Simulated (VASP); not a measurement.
Set up this calculation in VASP 6.6.1, as the native input.

| Property | Result |
| --- | --- |
| Task | single point |
| Functional | PBE |
| Potentials or basis | VASP PAW PBE potentials, release 64 (Sc_sv, Si, O) |
| Cutoff | 520 eV |
| k mesh | 4 × 4 × 4 |
| Occupations | gaussian, width 0.1 eV |
| Spin | no spin polarisation |
| Dipole correction | no |
| Further INCAR settings | ALGO = Normal; EDIFF = 1e-06; NBANDS = 26 |

The structure of ScSi4O lies in POSCAR:

```
ScSi4O
1.0
    0.0000000000      3.5055846248      3.5055846248
    3.5055846248      0.0000000000      3.5055846248
    3.5055846248      3.5055846248      0.0000000000
Sc Si O
1 4 1
Direct
    0.0000000000      0.0000000000      0.0000000000
    0.8703310305      0.3765563232      0.3765563232
    0.3765563232      0.3765563232      0.3765563232
    0.3765563232      0.8703310305      0.3765563232
    0.3765563232      0.3765563232      0.8703310305
    0.7500000000      0.7500000000      0.7500000000
```

These files were run (other wordings do the same):

INCAR

```
SYSTEM = ScSi4O
PREC     = Accurate       ! precision mode
ENCUT    = 520            ! plane-wave cutoff, eV
EDIFF    = 1E-6           ! SCF threshold, eV
ISMEAR   = 0              ! smearing method
SIGMA    = 0.1            ! smearing width, eV
LREAL    = .False.        ! projectors in reciprocal space
LASPH    = .True.         ! aspherical terms in the spheres
NELM     = 100            ! most SCF steps
ALGO     = Normal         ! electronic algorithm
ISIF     = 2              ! what is computed and relaxed
LWAVE    = .False.        ! write WAVECAR
LCHARG   = .False.        ! write CHGCAR
GGA      = PE             ! functional
NBANDS   = 26             ! bands
```

KPOINTS

```
regular mesh
0
Gamma
  4 4 4
  0 0 0
```

Potentials or basis: VASP PAW PBE potentials, release 64 (Sc_sv, Si, O).

Command:

```sh
$ cat potpaw_PBE.64/Sc_sv/POTCAR potpaw_PBE.64/Si/POTCAR potpaw_PBE.64/O/POTCAR > POTCAR
$ mpirun -np 1 vasp_std > vasp.out
```

It gave:

* Pressure: 0.0 GPa

Caveat: the k points lie up to 0.39 Å⁻¹ apart; an odd number of electrons without spin polarisation forces a metal; a magnetic or distorted state may lie lower.

Run time: 15 s on 1 thread of Intel(R) Xeon(R) 6975P-C (Granite Rapids), on a shared host, peak memory 0.24 GiB.
